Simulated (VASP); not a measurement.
Runs of VASP 6.6.1 on KF. The structure is that of space group F-43m (No. 216), or close to it. The cells are those of the table. 

```tsv
task	level	potentials or basis	cell	k mesh	cutoff (eV)	smearing	gap on the mesh (eV)	pressure (GPa)
relaxation of cell and atoms	LDA	VASP PAW LDA potentials, release 64 (K_sv, F)	relaxed from a = 4.207 Å, angles 60.0°, 2 atoms	6 × 6 × 6	600	fermi-dirac 0.02 eV	5.13	0.0
single point	PBE	VASP PAW PBE potentials, release 64 (K_sv, F)	a = 4.207 Å, angles 60.0°, 2 atoms	8 × 8 × 8	520	fermi-dirac 0.02 eV	5.05	0.0
single point	r2SCAN	VASP PAW PBE potentials, release 64 (K_sv, F)	a = 4.151 Å, angles 60.0°, 2 atoms	8 × 8 × 8	520	gaussian 0.01 eV	(b)	0.0
single point	LDA	VASP PAW LDA potentials, release 64 (K_sv, F)	a = 4.029 Å, angles 60.0°, 2 atoms	6 × 6 × 6	520	fermi-dirac 0.02 eV	5.13	(a)
single point	LDA	VASP PAW LDA potentials, release 64 (K_sv, F)	a = 4.151 Å, angles 60.0°, 2 atoms	8 × 8 × 8	520	gaussian 0.01 eV	4.92	-2.0
```

Alike in all rows: no spin polarisation.

Task: Estimate the missing entries.

Result: (a) 0.2; (b) 5.74.

Caveats: the structure was generated, so it needn't be the stable form of KF; the PAW data sets were made with another functional, which shifts forces and pressure a little (at least some runs).

A k mesh can miss the band edges.
